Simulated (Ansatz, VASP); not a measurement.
**Two plane-wave programs on Ta2H3**

```
CELL_PARAMETERS angstrom
3.86969 0.00000 0.00000
0.00000 3.86969 0.00000
0.00000 0.00000 3.37217
ATOMIC_POSITIONS crystal
Ta 0.00000 0.00000 0.50000
Ta 0.50000 0.50000 0.50000
H 0.00000 0.50000 0.00000
H 0.50000 0.00000 0.00000
H 0.50000 0.50000 0.00000
```

Alike in both runs: task relaxation of cell and atoms; functional PBE; k mesh 10 × 10 × 12; occupations gaussian, width 0.1 eV; no spin polarisation.

|  | VASP | Ansatz |
| --- | --- | --- |
| version | VASP 6.6.1 | Ansatz 0.2.0 |
| potentials or method | VASP PAW PBE potentials, release 64 (Ta_pv, H), cutoff 600 eV | scalar-relativistic, plane waves, PAW |
| valence electrons in the cell | 25 | 29 |

VASP gave:

* gap on the k mesh at the Fermi level, each at its own relaxed structure (eV): none
* relaxed volume (Å³/atom): 10.14
* relaxed cell length with the largest relative difference (Å): 3.357

What did Ansatz give for the same quantities?

gap on the k mesh at the Fermi level, each at its own relaxed structure (eV): none; relaxed volume (Å³/atom): 10.13; relaxed cell length with the largest relative difference (Å): 3.355.

A gap of «none» marks a metal or a gap that the smearing closes. VASP's potentials hold 25 valence electrons a cell and Ansatz's 29, so a difference there can come from the potentials and not from the codes.

Neither program's run includes spin-orbit coupling.
